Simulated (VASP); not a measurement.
# Ga2O (P-3m1) in VASP: further runs

Runs on Ga2O. Level: PBEsol. Tasks: single point, relaxation of cell and atoms.

Everything below comes from runs of VASP 6.6.1. Logs are shortened: lines on timing, memory, paths and dates and some standing lists are left out, and cuts for length are marked.

## 1. The cell of the first run

The structure is trigonal, space group P-3m1 (No. 164). The conventional cell has a = 3.044 Å, b = 3.044 Å, c = 11.216 Å, α = 90.00°, β = 90.00°, γ = 120.00°. Ga (site symmetry 3m) has 3 O at 1.95 Å and 1 Ga at 2.51 Å within 2.6 Å. Ga (site symmetry 3m) has 1 O at 2.39 Å and 9 Ga at 2.84 to 3.04 Å within 3.2 Å. O (site symmetry 3m) has 4 Ga at 1.95 to 2.39 Å within 2.6 Å.

## 2. Single point, PBEsol

INCAR reads:

```
SYSTEM = Ga2O
  ALGO = Normal
  EDIFF = 1E-7
  ENCUT = 520
  GGA = PS
  ISIF = 2
  ISMEAR = 0
  LASPH = .TRUE.
  LCHARG = .TRUE.
  LELF = .TRUE.
  LREAL = .FALSE.
  LVHAR = .TRUE.
  LWAVE = .FALSE.
  NBANDS = 41
  NELM = 60
  PREC = Accurate
  SIGMA = 0.1
```

KPOINTS reads:

```
k-points
0
G
  6 6 2
  0 0 0
```

POSCAR reads:

```
Ga2O
1.0
    3.0440463731      0.0000000000      0.0000000000
   -1.5220231866      2.6362214894      0.0000000000
    0.0000000000      0.0000000000     11.2163443784
Ga O
4 2
Direct
    0.0000000000      0.0000000000      0.3879942886
    0.0000000000      0.0000000000      0.6120057114
    0.6666666667      0.3333333333      0.0992836860
    0.3333333333      0.6666666667      0.9007163140
    0.6666666667      0.3333333333      0.3127940002
    0.3333333333      0.6666666667      0.6872059998
```

Potentials or basis: VASP PAW PBE potentials, release 64 (Ga_d, O).

The run is started by

```console
$ cat potpaw_PBE.64/Ga_d/POTCAR potpaw_PBE.64/O/POTCAR > POTCAR
$ mpirun -np 1 vasp_std > vasp.out
```

OUTCAR:

```text
SYSTEM = Ga2O
   EDIFF = 1E-7
   ENCUT = 520
   GGA = PS
   ISIF = 2
   ISMEAR = 0
   LASPH = .TRUE.
   LREAL = .FALSE.
   NELM = 60
   PREC = Accurate

 ion  position               nearest neighbor table
   1  0.000  0.000  0.388-   5 1.95   5 1.95   5 1.95   2 2.51
   2  0.000  0.000  0.612-   6 1.95   6 1.95   6 1.95   1 2.51
   3  0.667  0.333  0.099-   5 2.39   4 2.84   4 2.84   4 2.84
   4  0.333  0.667  0.901-   6 2.39   3 2.84   3 2.84   3 2.84
   5  0.667  0.333  0.313-   1 1.95   1 1.95   1 1.95   3 2.39
   6  0.333  0.667  0.687-   2 1.95   2 1.95   2 1.95   4 2.39

  LATTYP: Found a hexagonal cell.
 ALAT       =     3.0440463731
 C/A-ratio  =     3.6846824929

  Lattice vectors:

 A1 = (   3.0440463731,   0.0000000000,   0.0000000000)
 A2 = (  -1.5220231866,   2.6362214894,   0.0000000000)
 A3 = (   0.0000000000,   0.0000000000,  11.2163443784)

Analysis of symmetry for initial positions (statically):
=====================================================================
 Subroutine PRICEL returns:
 Original cell was already a primitive cell.

 Routine SETGRP: Setting up the symmetry group for a
 hexagonal supercell.

 Subroutine GETGRP returns: Found 12 space group operations
 (whereof 12 operations were pure point group operations)
 out of a pool of 24 trial point group operations.

The static configuration has the point symmetry D_3d.

Analysis of symmetry for dynamics (positions and initial velocities):
=====================================================================
 Subroutine PRICEL returns:
 Original cell was already a primitive cell.

 Routine SETGRP: Setting up the symmetry group for a
 hexagonal supercell.

 Subroutine GETGRP returns: Found 12 space group operations
 (whereof 12 operations were pure point group operations)
 out of a pool of 24 trial point group operations.

The dynamic configuration has the point symmetry D_3d.

 Subroutine INISYM returns: Found 12 space group operations
 (whereof 12 operations are pure point group operations),
 and found     1 'primitive' translations

----------------------------------------------------------------------------------------

                                     Primitive cell

[... 86 lines left out ...]
   NELM   =     60;   NELMIN=  2; NELMDL= -5     # of ELM steps
   EDIFF  = 0.1E-06   stopping-criterion for ELM
   LREAL  =      F    real-space projection
   EDIFFG = 0.1E-05   stopping-criterion for IOM
   NSW    =      0    number of steps for IOM
   IBRION =     -1    ionic relax: 0-MD 1-quasi-New 2-CG
   NFREE  =      0    steps in history (QN), initial steepest desc. (CG)
   ISIF   =      2    stress and relaxation
   ISYM   =      2    0-nonsym 1-usesym 2-fastsym
   POTIM  = 0.5000    time-step for ionic-motion
   TEBEG  =    0.0;   TEEND  =   0.0 temperature during run
   PSTRESS=    0.0 pullay stress
   NELECT =      64.0000    total number of electrons
   NUPDOWN=      -1.0000    fix difference up-down
   EMIN   =  10.00;   EMAX   =-10.00  energy-range for DOS
   EFERMI =   0.00;   METHOD = LEGACY
   ISMEAR =     0;   SIGMA  =   0.10  broadening in eV -4-tet -1-fermi 0-gaus
   EFERMI_NEDOS =   21; number of points for ismear=-14 and -15
   IALGO  =     38    algorithm
   IMIX   =      4    mixing-type and parameters
     AMIX     =   0.40;   BMIX     =  1.00
     AMIX_MAG =   1.60;   BMIX_MAG =  1.00
  volume/ion in A,a.u.               =      15.00       101.23
  Fermi-wavevector in a.u.,A,eV,Ry     =   1.461190  2.761249 29.049471  2.135076
  Thomas-Fermi vector in A             =   2.577551
   LORBIT       =      0    0 simple, 1 ext, 2 COOP (PROOUT), +10 PAW based schemes
   GGA     = PS    functional components
   LHFCALC =     F    Hartree Fock is set to
   AEXX    =    0.0000 exact exchange contribution
   IVDW    =     0    specifies the selected vdW correction
   LEPSILON=     F    determine dielectric tensor
   LRPA    =     F    only Hartree local field effects (RPA)
 non-spin polarized calculation
 Gauss-broadening in eV      SIGMA  =   0.10
  energy-cutoff  :      520.00
  volume of cell :       90.01
 maximum number of plane-waves:      2453
 NGX is ok and might be reduce to    24
   NGX = 11   NGY = 11   NGZ = 41

 number of electron      63.9999978 magnetization

 Free energy of the ion-electron system (eV)
  ---------------------------------------------------
  ext. energy  EPLUGINS =         0.00000000
  ---------------------------------------------------
  free energy    TOTEN  =       -29.20005956 eV

  energy without entropy =      -29.19282883  energy(sigma->0) =      -29.19644420

 E-fermi :   6.1497     XC(G=0): -11.1380

 val. band max:        6.1487513645   @ k =   0.5000   0.0000   0.0000
 cond. band min:       6.1919515316   @ k =   0.3333   0.3333   0.0000
 fundamental gap:      0.0432001671
 Fermi energy:         6.1497203083

 k-point     1 :       0.0000    0.0000    0.0000
  band No.  band energies     occupation
      1     -15.5015      2.00000
      2     -15.4508      2.00000
      3     -10.1887      2.00000
      4     -10.1887      2.00000
      5     -10.1801      2.00000
      6     -10.1801      2.00000
[... 605 lines left out ...]
     40      11.4655      0.00000
     41      12.6001      0.00000

------------------------ aborting loop because EDIFF is reached ----------------------------------------

  FORCE on cell =-STRESS in cart. coord.  units (eV):
  Direction    XX          YY          ZZ          XY          YZ          ZX
  --------------------------------------------------------------------------------------
  -------------------------------------------------------------------------------------
  Total        0.2128585      0.2128585      0.0801038     -0.0000000     -0.0000000     -0.0000000
  in kB        3.7889348      3.7889348      1.4258668     -0.0000000     -0.0000000     -0.0000000
  external PRESSURE =       3.0012455 kB  Pullay stress =       0.0000000 kB

 VOLUME and BASIS-vectors are now :
 -----------------------------------------------------------------------------
  energy-cutoff  :      520.00
  volume of cell :       90.01
      direct lattice vectors                 reciprocal lattice vectors
     3.044046373  0.000000000  0.000000000     0.328510107  0.189665399  0.000000000
    -1.522023187  2.636221489  0.000000000     0.000000000  0.379330798  0.000000000
     0.000000000  0.000000000 11.216344378     0.000000000  0.000000000  0.089155608

 POSITION                                       TOTAL-FORCE (eV/Angst)
 -----------------------------------------------------------------------------------
      0.00000      0.00000      4.35188         0.000000     -0.000000      0.053398
      0.00000      0.00000      6.86447        -0.000000      0.000000     -0.053398
      1.52202      0.87874      1.11360         0.000000      0.000000     -0.004936
     -0.00000      1.75748     10.10274         0.000000     -0.000000      0.004936
      1.52202      0.87874      3.50841         0.000000      0.000000     -0.038257
     -0.00000      1.75748      7.70794        -0.000000     -0.000000      0.038257
 -----------------------------------------------------------------------------------
    total drift:                               -0.000000     -0.000000      0.000000

  FREE ENERGIE OF THE ION-ELECTRON SYSTEM (eV)
  ---------------------------------------------------
  free  energy   TOTEN  =       -29.2000595631 eV

  energy  without entropy=      -29.1928288293  energy(sigma->0) =      -29.19644420
```

OSZICAR:

```text
N       E                     dE             d eps       ncg     rms          rms(c)
DAV:   1     0.635542281021E+03    0.63554E+03   -0.29749E+04  1260   0.290E+03
DAV:   2     0.795298971523E+02   -0.55601E+03   -0.52333E+03  1204   0.662E+02
DAV:   3    -0.250010911527E+02   -0.10453E+03   -0.10060E+03  1337   0.199E+02
DAV:   4    -0.317538567595E+02   -0.67528E+01   -0.66914E+01  1508   0.530E+01
DAV:   5    -0.319077961568E+02   -0.15394E+00   -0.15372E+00  1432   0.776E+00    0.952E+00
DAV:   6    -0.293310789507E+02    0.25767E+01   -0.99682E+00  1864   0.367E+01    0.383E+00
DAV:   7    -0.292393771254E+02    0.91702E-01   -0.12928E+00  1366   0.790E+00    0.208E+00
DAV:   8    -0.292086209103E+02    0.30756E-01   -0.30599E-01  1528   0.287E+00    0.604E-01
DAV:   9    -0.291997542813E+02    0.88666E-02   -0.33970E-02  1720   0.173E+00    0.136E-01
DAV:  10    -0.292001679376E+02   -0.41366E-03   -0.50614E-03  1512   0.673E-01    0.927E-02
DAV:  11    -0.292000653786E+02    0.10256E-03   -0.65383E-04  1448   0.247E-01    0.416E-02
DAV:  12    -0.292000692773E+02   -0.38987E-05   -0.40021E-04  1632   0.138E-01    0.315E-02
DAV:  13    -0.292000595834E+02    0.96939E-05   -0.69718E-05  1384   0.738E-02    0.100E-02
DAV:  14    -0.292000596958E+02   -0.11242E-06   -0.11085E-05  1472   0.172E-02    0.243E-03
DAV:  15    -0.292000596394E+02    0.56443E-07   -0.15109E-06  1784   0.117E-02    0.200E-03
DAV:  16    -0.292000595631E+02    0.76270E-07   -0.30909E-07  1232   0.535E-03
   1 F= -.29200060E+02 E0= -.29196444E+02  d E =-.723073E-02
```

stdout:

```text
POSCAR found type information on POSCAR GaO
 POSCAR found :  2 types and       6 ions
 scaLAPACK will be used
 -----------------------------------------------------------------------------
|                                                                             |
|                                                                             |
|     You enforced a specific xc type in the INCAR file but a different       |
|     I HOPE YOU KNOW WHAT YOU ARE DOING!                                     |
|                                                                             |
 -----------------------------------------------------------------------------

 LDA part: xc-table for (Slater+PW92), standard interpolation
 POSCAR, INCAR and KPOINTS ok, starting setup
 FFT: planning ... GRIDC
 FFT: planning ... GRID_SOFT
 FFT: planning ... GRID
 WAVECAR not read
 entering main loop
```

It took 58 s on 1 thread of Intel Xeon Platinum 8259CL at 2.50GHz (Skylake/Cascade Lake), shared host; peak memory 0.22 GiB.

Results:

* Free energy: -29.2001 eV
* Pressure: 0.3 GPa
* Largest force: 0.053 eV/Å
* Band gap on the k mesh: zero (band 32 reaches 7.15 eV, above the bottom of band 33 at 5.02 eV)

Forces in eV/Å, atoms in the order of the input:
```
Ga   0.000  0.000  0.053
Ga   0.000  0.000 -0.053
Ga   0.000  0.000 -0.005
Ga   0.000  0.000  0.005
O    0.000  0.000 -0.038
O    0.000  0.000  0.038
```

Caveat: the k points lie up to 0.40 Å⁻¹ apart; the PAW data sets were made with another functional, which shifts forces and pressure a little.

## 3. Single point, PBEsol

This run uses another cell than the first one, of 11.82 Å³/atom, 0.788 times its volume.

INCAR reads:

```
PREC = Accurate
ENCUT = 520
EDIFF = 1E-6
ISMEAR = -1
SIGMA = 0.15
LREAL = F
LASPH = T
NELM = 80
ALGO = Normal
ISIF = 2
LWAVE = F
LCHARG = F
GGA = PS
NBANDS = 41
```

KPOINTS reads:

```
Automatic mesh
0
Gamma
  12 12 4
```

POSCAR reads:

```
Ga2O
1.0
    2.7820651827      0.0000000000      0.0000000000
   -1.3910325914      2.4093391232      0.0000000000
    0.0000000000      0.0000000000     10.5823837845
Ga O
4 2
Direct
    0.0000000000      0.0000000000      0.3909663579
    0.0000000000      0.0000000000      0.6090336421
    0.6666666667      0.3333333333      0.1026154245
    0.3333333333      0.6666666667      0.8973845755
    0.6666666667      0.3333333333      0.2929986425
    0.3333333333      0.6666666667      0.7070013575
```

Potentials or basis: VASP PAW PBE potentials, release 64 (Ga_d, O).

The run is started by

```console
$ cat potpaw_PBE.64/Ga_d/POTCAR potpaw_PBE.64/O/POTCAR > POTCAR
$ mpirun -np 1 vasp_std > vasp.out
```

Wall time 3 min (1 thread of Intel Xeon Platinum 8259CL at 2.50GHz (Skylake/Cascade Lake), shared host); peak memory 0.29 GiB.

Results (log left out):

| Item | Value |
| --- | --- |
| Free energy | -27.9080 eV |
| Pressure | 25.4 GPa |
| Largest force | 0.049 eV/Å |
| Band gap on the k mesh | zero (band 32 reaches 9.41 eV, above the bottom of band 33 at 7.40 eV) |

Forces on the atoms (eV/Å):
```
Ga   0.000  0.000  0.049
Ga   0.000  0.000 -0.049
Ga   0.000  0.000 -0.012
Ga   0.000  0.000  0.012
O    0.000  0.000 -0.033
O    0.000  0.000  0.033
```

Levels at points of the mesh, in eV from the Fermi level:
| k point | band 28 | band 29 | band 30 | band 31 | band 32 | band 33 | band 34 | band 35 | band 36 | band 37 |
| --- | --- | --- | --- | --- | --- | --- | --- | --- | --- | --- |
| (0.00, 0.00, 0.00) | -4.48 | -4.48 | -4.46 | -4.46 | -0.35 | 0.59 | 4.14 | 6.11 | 9.51 | 10.68 |
| (0.50, 0.00, 0.00) | -5.49 | -4.97 | -4.94 | -4.15 | -2.15 | -0.11 | -0.04 | 2.88 | 2.97 | 6.30 |
| (0.00, 0.00, 0.50) | -4.48 | -4.45 | -4.45 | -3.59 | -2.09 | 2.17 | 3.11 | 6.69 | 9.06 | 10.67 |
| (0.50, 0.00, 0.50) | -5.50 | -5.26 | -4.88 | -3.93 | -1.64 | -1.05 | 0.09 | 2.91 | 3.61 | 5.94 |

Caveat: the PAW data sets were made with another functional, which shifts forces and pressure a little.

## 4. Single point, PBEsol

This run uses another cell than the first one, of 13.57 Å³/atom, 0.904 times its volume.

INCAR reads:

```
PREC = Accurate
ENCUT = 520
EDIFF = 1E-6
ISMEAR = -1
SIGMA = 0.15
LREAL = False
LASPH = True
NELM = 100
ALGO = Normal
ISIF = 2
LWAVE = False
LCHARG = False
GGA = PS
NBANDS = 41
```

KPOINTS reads:

```
regular mesh
0
Gamma
  12 12 4
```

POSCAR reads:

```
Ga2O
1.0
    2.9305135521      0.0000000000      0.0000000000
   -1.4652567761      2.5378991823      0.0000000000
    0.0000000000      0.0000000000     10.9435922678
Ga O
4 2
Direct
    0.0000000000      0.0000000000      0.3900372497
    0.0000000000      0.0000000000      0.6099627503
    0.6666666667      0.3333333333      0.1036424274
    0.3333333333      0.6666666667      0.8963575726
    0.6666666667      0.3333333333      0.3048861929
    0.3333333333      0.6666666667      0.6951138071
```

The run is started by

```console
$ cat potpaw_PBE.64/Ga_d/POTCAR potpaw_PBE.64/O/POTCAR > POTCAR
$ mpirun -np 1 vasp_std > vasp.out
```

It took 3 min on 1 thread of Intel Xeon Platinum 8259CL at 2.50GHz (Skylake/Cascade Lake), shared host; peak memory 0.32 GiB.

Results (log left out):

- Free energy: -28.9346 eV
- Pressure: 8.3 GPa
- Largest force: 0.043 eV/Å
- Band gap on the k mesh: zero (band 32 reaches 8.08 eV, above the bottom of band 33 at 5.95 eV)

Forces in eV/Å, atoms in the order of the input:
```
Ga   0.000  0.000  0.043
Ga   0.000  0.000 -0.043
Ga   0.000  0.000 -0.009
Ga   0.000  0.000  0.009
O    0.000  0.000 -0.030
O    0.000  0.000  0.030
```

Stress tensor (GPa, compression positive):
```
8.30 0.00 0.00
0.00 8.30 0.00
0.00 0.00 8.18
```

Levels at points of the mesh, in eV from the Fermi level:
```tsv
k point	band 29	band 30	band 31	band 32	band 33	band 34	band 35	band 36
(0.00, 0.00, 0.00)	-4.71	-4.69	-4.69	-0.66	0.16	3.06	5.65	8.22
(0.50, 0.00, 0.00)	-4.70	-4.30	-3.89	-1.70	-0.62	-0.05	2.58	2.84
(0.00, 0.00, 0.50)	-4.69	-4.69	-3.40	-2.16	1.58	2.17	6.20	7.73
(0.50, 0.00, 0.50)	-4.93	-4.28	-3.64	-1.45	-1.01	-0.16	2.81	3.08
```

Caveat: the PAW data sets were made with another functional, which shifts forces and pressure a little.

[end of part 1 of 2]
